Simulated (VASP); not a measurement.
Here is a VASP 6.6.1 calculation.

INCAR

```
SYSTEM = PtSe
  PREC = Accurate
  ENCUT = 520
  EDIFF = 1E-6
  ISMEAR = 0
  SIGMA = 0.1
  LREAL = .FALSE.
  LASPH = .TRUE.
  NELM = 80
  ALGO = Normal
  ISIF = 2
  LWAVE = .FALSE.
  LCHARG = .FALSE.
  LDIPOL = .TRUE.
  IDIPOL = 3
  DIPOL = 0.5 0.5 0.303
  GGA = PE
  NBANDS = 15
```

KPOINTS

```
Automatic mesh
0
G
  6 6 1
  0 0 0
```

Contents of POSCAR:

```
PtSe
1.0
    3.8565965691      0.0000000000      0.0000000000
   -1.9282982846      3.3399106010      0.0000000000
    0.0000000000      0.0000000000     26.4065689600
Pt Se
1 1
Direct
    0.0000000000      0.0000000000      0.3193525540
    0.6666666667      0.3333333333      0.2865572870
```

Potentials or basis: VASP PAW PBE potentials, release 64 (Pt, Se).

Launch:

```sh
$ cat potpaw_PBE.64/Pt/POTCAR potpaw_PBE.64/Se/POTCAR > POTCAR
$ mpirun -np 1 vasp_std > vasp.out
```

Problem. What does it give for the largest force?

Solution. 0.031 eV/Å.

Problem. What does it give for the band gap on the k mesh?

Solution. Zero (band 8 reaches -1.52 eV, above the bottom of band 9 at -3.97 eV).

Forces in eV/Å, atoms in the order of the input:
```
Pt   0.000  0.000  0.031
Se   0.000  0.000 -0.031
```

Caveat: spin-orbit coupling is left out, which moves the levels of the heavy elements.
